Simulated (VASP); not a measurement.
# Al16N16O (a cell with a defect) in VASP: a series of runs

The runs below take Al16N16O (a cell with a defect) through single point, with PBE.

All numbers are computed with VASP 6.6.1; they aren't measurements. Logs are shortened: lines on timing, memory, paths and dates and some standing lists are left out, and cuts for length are marked.

**1. The cell of the first run**

The cell holds a defect, 33 atoms: a = 6.260 Å, b = 6.260 Å, c = 10.035 Å, α = 90.00°, β = 90.00°, γ = 120.00°.

**2. Single point, PBE**

File INCAR:

```
PREC     = Accurate       # precision mode
ENCUT    = 520            # plane-wave cutoff, eV
EDIFF    = 1E-6           # SCF threshold, eV
ISMEAR   = -1             # smearing method
SIGMA    = 0.01           # smearing width, eV
LREAL    = Auto         
LASPH    = T              # aspherical terms in the spheres
NELM     = 120            # most SCF steps
ALGO     = Normal         # electronic algorithm
ISIF     = 2              # what is computed and relaxed
LWAVE    = F              # write WAVECAR
LCHARG   = F              # write CHGCAR
GGA      = PE             # functional
NBANDS   = 89             # bands
GGA_COMPAT= F
```

File KPOINTS:

```
regular mesh
0
Gamma
  1 1 1
```

File POSCAR:

```
Al16N16O
1.0
    6.2595139100      0.0000000600      0.0000000000
   -3.1297570100      5.4208980300      0.0000000000
    0.0000000000      0.0000000000     10.0348065900
Al N O
16 16 1
Direct
    0.3385308961      0.1742761023      0.2455847034
    0.1697139421      0.3425817972      0.4936298428
    0.3333468459      0.1782704590      0.7482727178
    0.1685359717      0.3421071527      1.0001571939
    0.3385034530      0.6799860391      0.2455927753
    0.1743199990      0.8449682994      0.5031599717
    0.3332903829      0.6707785241      0.7482581685
    0.1803152345      0.8480203766      0.9851415582
    0.8328250371      0.1742559895      0.2466126255
    0.6537188228      0.3206559045      0.5084345128
    0.8378300984      0.1767559442      0.7513384471
    0.6655323025      0.3378893958      0.9917659011
    0.8505461858      0.6831296085      0.2011132932
    0.6537164379      0.8485234246      0.5084587286
    0.8363068911      0.6759938906      0.7437516541
    0.6654749251      0.8432717116      0.9917430805
    0.3345922885      0.1725655002      0.4411538937
    0.1681807557      0.3419497987      0.1963390109
    0.3347352478      0.1814881915      0.9368100836
    0.1663078055      0.3409916548      0.6864975362
    0.3345117341      0.6775493580      0.4412255443
    0.1937124643      0.8547270144      0.1698187189
    0.3346541809      0.6689271703      0.9368042040
    0.1741848235      0.8449775229      0.6962285658
    0.8308458017      0.1731373556      0.4412594264
    0.6691531252      0.3419307926      0.1843720637
    0.8376823289      0.1766546695      0.9420268259
    0.6660421793      0.3367949277      0.7004585427
    0.7977636979      0.6566282805      0.4898563770
    0.6690868216      0.8428667971      0.1843803349
    0.8383179714      0.6770071913      0.9454232042
    0.6659999576      0.8449100010      0.7005040842
   -0.0487490475     -0.2664910849      0.3702194922
```

Potentials or basis: VASP PAW PBE potentials, release 64 (Al, N, O).

The run is started by

```sh
$ cat potpaw_PBE.64/Al/POTCAR potpaw_PBE.64/N/POTCAR potpaw_PBE.64/O/POTCAR > POTCAR
$ mpirun -np 1 vasp_gam > vasp.out
```

OUTCAR:

```text
PREC = Accurate
   ENCUT = 520
   EDIFF = 1E-6
   ISMEAR = -1
   LREAL = Auto
   LASPH = T
   NELM = 120
   ISIF = 2
   GGA = PE

 ion  position               nearest neighbor table
   1  0.339  0.174  0.246-  22 1.89  26 1.89  18 1.90  17 1.96   4 3.07   2 3.09   5 3.09   9 3.09
                            13 3.10  12 3.10   6 3.14  10 3.14   8 3.16   9 3.17   5 3.17  13 3.23
   2  0.170  0.343  0.494-  17 1.89  21 1.89  25 1.91  20 1.94   9 3.08   1 3.09   5 3.09  10 3.10
                            14 3.10   3 3.11   7 3.11   6 3.13   6 3.13  11 3.15  14 3.17  10 3.17
   3  0.333  0.178  0.748-  28 1.87  24 1.88  19 1.89  20 1.89  10 2.97   8 2.98  12 3.04   6 3.05
                             7 3.08   4 3.09  11 3.10   2 3.11  15 3.13  15 3.13  11 3.16   7 3.18
   4  0.169  0.342  0.000-  19 1.88  23 1.88  27 1.89  18 1.97   1 3.07   5 3.07   9 3.07  11 3.07
                             3 3.09   7 3.09  16 3.13  12 3.13   8 3.13   8 3.13  12 3.14  16 3.14
   5  0.339  0.680  0.246-  22 1.89  30 1.89  18 1.90  21 1.96   4 3.07   2 3.09   1 3.09   9 3.09
                            13 3.10  16 3.10   6 3.14  14 3.14   8 3.16   9 3.17   1 3.17  13 3.23
   6  0.174  0.845  0.503-  33 1.80  21 1.88  17 1.88  24 1.94  29 2.05  10 2.99  14 2.99  15 3.03
                             7 3.05   3 3.05   2 3.13   2 3.13   5 3.14   1 3.14  14 3.27  10 3.27
   7  0.333  0.671  0.748-  32 1.87  24 1.88  23 1.89  20 1.89  14 2.97   8 2.98  16 3.04   6 3.05
                             3 3.08   4 3.09  11 3.10   2 3.11  15 3.13  15 3.13  11 3.16   3 3.18
   8  0.180  0.848  0.985-  22 1.85  23 1.87  19 1.87  31 1.90  13 2.81   3 2.98   7 2.98  16 3.05
                            12 3.05  15 3.06   4 3.13   4 3.13   5 3.16   1 3.16  12 3.21  16 3.21
   9  0.833  0.174  0.247-  18 1.89  26 1.90  30 1.90  25 1.95   4 3.07   2 3.08   5 3.09   1 3.09
                            12 3.12  16 3.12  13 3.16  13 3.16   1 3.17   5 3.17  10 3.17  14 3.17
  10  0.654  0.321  0.508-  29 1.84  17 1.86  25 1.89  28 1.93  14 2.96   3 2.97   6 2.99  11 3.02
                            15 3.05   2 3.10   1 3.14   9 3.17   2 3.17   6 3.27  14 3.30
  11  0.838  0.177  0.751-  32 1.87  28 1.87  20 1.90  27 1.91  16 3.01  12 3.01  10 3.02  14 3.02
                             4 3.07   7 3.10   3 3.10  15 3.13  15 3.13   2 3.15   3 3.16   7 3.16
  12  0.666  0.338  0.992-  27 1.88  19 1.88  31 1.90  26 1.93  13 2.81  11 3.01   3 3.04   8 3.05
                            15 3.09  16 3.10   1 3.10   9 3.12   4 3.13   4 3.14  16 3.16   8 3.21
  13  0.851  0.683  0.201-  33 1.78  30 1.86  26 1.86  22 1.89  31 2.57   8 2.81  12 2.81  16 2.81
                             5 3.10   1 3.10   9 3.16   9 3.16   1 3.23   5 3.23
  14  0.654  0.849  0.508-  29 1.84  21 1.86  25 1.89  32 1.93  10 2.96   7 2.97   6 2.99  11 3.02
                            15 3.05   2 3.10   5 3.14   2 3.17   9 3.17   6 3.27  10 3.30
  15  0.836  0.676  0.744-  28 1.89  32 1.89  24 1.89  31 2.02  29 2.56   6 3.03  14 3.05  10 3.05
                             8 3.06  16 3.09  12 3.09   7 3.13   3 3.13  11 3.13  11 3.13   3 3.13
  16  0.665  0.843  0.992-  27 1.88  23 1.88  31 1.90  30 1.93  13 2.81  11 3.01   7 3.04   8 3.05
                            15 3.09  12 3.10   5 3.10   9 3.12   4 3.13   4 3.14  12 3.16   8 3.21
  17  0.335  0.173  0.441-  10 1.86   6 1.88   2 1.89   1 1.96
  18  0.168  0.342  0.196-   9 1.89   1 1.90   5 1.90   4 1.97
  19  0.335  0.181  0.937-   8 1.87  12 1.88   4 1.88   3 1.89
  20  0.166  0.341  0.686-   3 1.89   7 1.89  11 1.90   2 1.94
  21  0.335  0.678  0.441-  14 1.86   6 1.88   2 1.89   5 1.96
  22  0.194  0.855  0.170-   8 1.85  13 1.89   5 1.89   1 1.89
  23  0.335  0.669  0.937-   8 1.87  16 1.88   4 1.88   7 1.89
  24  0.174  0.845  0.696-   3 1.88   7 1.88  15 1.89   6 1.94
  25  0.831  0.173  0.441-  14 1.89  10 1.89   2 1.91   9 1.95
  26  0.669  0.342  0.184-  13 1.86   1 1.89   9 1.90  12 1.93
  27  0.838  0.177  0.942-  16 1.88  12 1.88   4 1.89  11 1.91
  28  0.666  0.337  0.700-   3 1.87  11 1.87  15 1.89  10 1.93
  29  0.798  0.657  0.490-  33 1.46  14 1.84  10 1.84   6 2.05  15 2.56
  30  0.669  0.843  0.184-  13 1.86   5 1.89   9 1.90  16 1.93
  31  0.838  0.677  0.945-  16 1.90   8 1.90  12 1.90  15 2.02  13 2.57
  32  0.666  0.845  0.701-   7 1.87  11 1.87  15 1.89  14 1.93
  33  0.951  0.734  0.370-  29 1.46  13 1.78   6 1.80

  LATTYP: Found a hexagonal cell.
 ALAT       =     6.2595139100
 C/A-ratio  =     1.6031287308

  Lattice vectors:

 A1 = (   6.2595139100,   0.0000000600,   0.0000000000)
 A2 = (  -3.1297570100,   5.4208980300,   0.0000000000)
 A3 = (   0.0000000000,   0.0000000000,  10.0348065900)

Analysis of symmetry for initial positions (statically):
=====================================================================
 Subroutine PRICEL returns:
 Original cell was already a primitive cell.

 Routine SETGRP: Setting up the symmetry group for a
 hexagonal supercell.

 Subroutine GETGRP returns: Found  1 space group operations
 (whereof  1 operations were pure point group operations)
 out of a pool of 24 trial point group operations.

The static configuration has the point symmetry C_1 .

Analysis of symmetry for dynamics (positions and initial velocities):
=====================================================================
 Subroutine PRICEL returns:
 Original cell was already a primitive cell.

 Routine SETGRP: Setting up the symmetry group for a
[... 113 lines left out ...]
     0.184471279  0.184471279  0.099653141

  Shift w.r.t. Gamma in fractional coordinates (k-lattice)
     0.000000000  0.000000000  0.000000000

 Subroutine IBZKPT returns following result:
 ===========================================

 Found      1 irreducible k-points:

 Following reciprocal coordinates:
            Coordinates               Weight
  0.000000  0.000000  0.000000      1.000000
   k-points           NKPTS =      1   k-points in BZ     NKDIM =      1   number of bands    NBANDS=     89
   number of dos      NEDOS =    301   number of ions     NIONS =     33
   total plane-waves  NPLWV = 184320
   dimension x,y,z NGX =    48 NGY =   48 NGZ =   80
   dimension x,y,z NGXF=    96 NGYF=   96 NGZF=  160
   ions per type =              16  16   1
   NGX,Y,Z   is equivalent  to a cutoff of  12.75, 12.75, 13.25 a.u.
   NGXF,Y,Z  is equivalent  to a cutoff of  25.50, 25.50, 26.51 a.u.
 SYSTEM =  unknown system
   PREC   = accura    normal or accurate (medium, high low for compatibility)
   ISTART =      0    job   : 0-new  1-cont  2-samecut
   ICHARG =      2    charge: 1-file 2-atom 10-const
   ISPIN  =      1    spin polarized calculation?
   LNONCOLLINEAR =      F non collinear calculations
   LSORBIT =      F    spin-orbit coupling
   LASPH  =      T    aspherical Exc in radial PAW
   ENCUT  =  520.0 eV  38.22 Ry    6.18 a.u.  11.64 11.64 18.66*2*pi/ulx,y,z
   NELM   =    120;   NELMIN=  2; NELMDL= -5     # of ELM steps
   EDIFF  = 0.1E-05   stopping-criterion for ELM
   LREAL  =      T    real-space projection
   EDIFFG = 0.1E-04   stopping-criterion for IOM
   NSW    =      0    number of steps for IOM
   IBRION =     -1    ionic relax: 0-MD 1-quasi-New 2-CG
   NFREE  =      0    steps in history (QN), initial steepest desc. (CG)
   ISIF   =      2    stress and relaxation
   ISYM   =      2    0-nonsym 1-usesym 2-fastsym
   POTIM  = 0.5000    time-step for ionic-motion
   TEBEG  =    0.0;   TEEND  =   0.0 temperature during run
   PSTRESS=    0.0 pullay stress
   NELECT =     134.0000    total number of electrons
   NUPDOWN=      -1.0000    fix difference up-down
   EMIN   =  10.00;   EMAX   =-10.00  energy-range for DOS
   EFERMI =   0.00;   METHOD = LEGACY
   ISMEAR =    -1;   SIGMA  =   0.01  broadening in eV -4-tet -1-fermi 0-gaus
   EFERMI_NEDOS =   21; number of points for ismear=-14 and -15
   IALGO  =     38    algorithm
   IMIX   =      4    mixing-type and parameters
     AMIX     =   0.40;   BMIX     =  1.00
     AMIX_MAG =   1.60;   BMIX_MAG =  1.00
  volume/ion in A,a.u.               =      10.32        69.63
  Fermi-wavevector in a.u.,A,eV,Ry     =   1.199691  2.267088 19.582308  1.439259
  Thomas-Fermi vector in A             =   2.335547
   LORBIT       =      0    0 simple, 1 ext, 2 COOP (PROOUT), +10 PAW based schemes
   GGA     = PE    functional components
   LHFCALC =     F    Hartree Fock is set to
   AEXX    =    0.0000 exact exchange contribution
   IVDW    =     0    specifies the selected vdW correction
   LEPSILON=     F    determine dielectric tensor
   LRPA    =     F    only Hartree local field effects (RPA)
 non-spin polarized calculation
  energy-cutoff  :      520.00
  volume of cell :      340.50
 maximum number of plane-waves:      4582
 NGX is ok and might be reduce to    48
   NGX = 23   NGY = 23   NGZ = 37

 number of electron     133.9999998 magnetization

 Free energy of the ion-electron system (eV)
  ---------------------------------------------------
  ext. energy  EPLUGINS =         0.00000000
  ---------------------------------------------------
  free energy    TOTEN  =      -233.12747730 eV

  energy without entropy =     -233.12747730  energy(sigma->0) =     -233.12747730

 E-fermi :   6.6426     XC(G=0): -10.8840

 val. band max:        6.3302460485   @ k =   0.0000   0.0000   0.0000
 cond. band min:      10.2438580541   @ k =   0.0000   0.0000   0.0000
 fundamental gap:      3.9136120056
 Fermi energy:         6.6425882490

 k-point     1 :       0.0000    0.0000    0.0000
  band No.  band energies     occupation
      1     -14.3667      2.00000
      2      -8.7934      2.00000
      3      -8.1070      2.00000
      4      -7.7542      2.00000
      5      -6.9967      2.00000
      6      -6.9316      2.00000
[... 71 lines left out ...]
     78      12.1606      0.00000
     79      12.3118      0.00000
 [bands above 79 left out]

------------------------ aborting loop because EDIFF is reached ----------------------------------------

  FORCE on cell =-STRESS in cart. coord.  units (eV):
  Direction    XX          YY          ZZ          XY          YZ          ZX
  --------------------------------------------------------------------------------------
  -------------------------------------------------------------------------------------
  Total       22.6728999     20.2289469     -4.7555767      2.1244345     -0.9938283     -1.7177106
  in kB      106.6833874     95.1837916    -22.3765389      9.9961571     -4.6762862     -8.0823886
  external PRESSURE =      59.8302134 kB  Pullay stress =       0.0000000 kB

 VOLUME and BASIS-vectors are now :
 -----------------------------------------------------------------------------
  energy-cutoff  :      520.00
  volume of cell :      340.50
      direct lattice vectors                 reciprocal lattice vectors
     6.259513910  0.000000060  0.000000000     0.159756813  0.092235641  0.000000000
    -3.129757010  5.420898030  0.000000000    -0.000000002  0.184471279  0.000000000
     0.000000000  0.000000000 10.034806590     0.000000000  0.000000000  0.099653141

 POSITION                                       TOTAL-FORCE (eV/Angst)
 -----------------------------------------------------------------------------------
      1.57360      0.94473      2.46440         0.003372      0.000322     -0.004969
     -0.00987      1.85710      4.95348         0.000648      0.012159     -0.002847
      1.52865      0.96639      7.50877         0.003796     -0.005750      0.001609
     -0.01576      1.85453      0.00158         0.000884      0.004466      0.001833
     -0.00932      3.68614      2.46448         0.002155     -0.000535     -0.005913
     -1.55339      4.58049      5.04911         0.025862      0.013624      0.013548
[... 25 lines left out ...]
      1.52447      4.58017      7.02942         0.001298      0.002202     -0.001843
      3.65866      3.97628      3.71508         0.060381      0.034288     -0.126865
 -----------------------------------------------------------------------------------
    total drift:                               -0.004242      0.014264     -0.011099

  FREE ENERGIE OF THE ION-ELECTRON SYSTEM (eV)
  ---------------------------------------------------
  free  energy   TOTEN  =      -233.1274772996 eV

  energy  without entropy=     -233.1274772996  energy(sigma->0) =     -233.12747730
```

Wall time 2.6 min (1 thread of Intel Xeon 8259CL, shared host); peak memory 0.41 GiB.

Results:

```yaml
Free_energy: -233.1275 eV
Pressure: 6.0 GPa
Largest_force: 0.161 eV/Å
Band_gap_on_the_k_mesh: 3.91 eV
```

Forces on the atoms (eV/Å):
```
Al   0.003  0.000 -0.005
Al   0.001  0.012 -0.003
Al   0.004 -0.006  0.002
Al   0.001  0.004  0.002
Al   0.002 -0.001 -0.006
Al   0.026  0.014  0.014
Al   0.000  0.001  0.001
Al  -0.003 -0.004  0.001
Al   0.001  0.000 -0.009
Al  -0.008  0.024  0.002
Al   0.000 -0.001  0.004
Al  -0.002  0.003 -0.002
Al   0.001  0.001 -0.005
Al   0.004 -0.018 -0.001
Al  -0.002  0.005  0.004
Al  -0.001 -0.003  0.006
N   -0.002 -0.003  0.004
N    0.000 -0.001 -0.001
N    0.001 -0.003 -0.002
N    0.000 -0.002  0.006
N   -0.002  0.000 -0.003
N    0.004  0.002  0.001
N    0.000  0.000 -0.004
N    0.001 -0.001 -0.003
N   -0.002  0.000  0.007
N    0.001  0.002  0.005
N   -0.002  0.000  0.000
N    0.003 -0.004  0.003
N   -0.094 -0.057  0.117
N    0.003  0.001  0.001
N    0.003 -0.001 -0.007
N    0.001  0.002 -0.002
O    0.060  0.034 -0.127
```

Caveat: the k points lie up to 1.16 Å⁻¹ apart.

(Continued in part 2 of 2.)
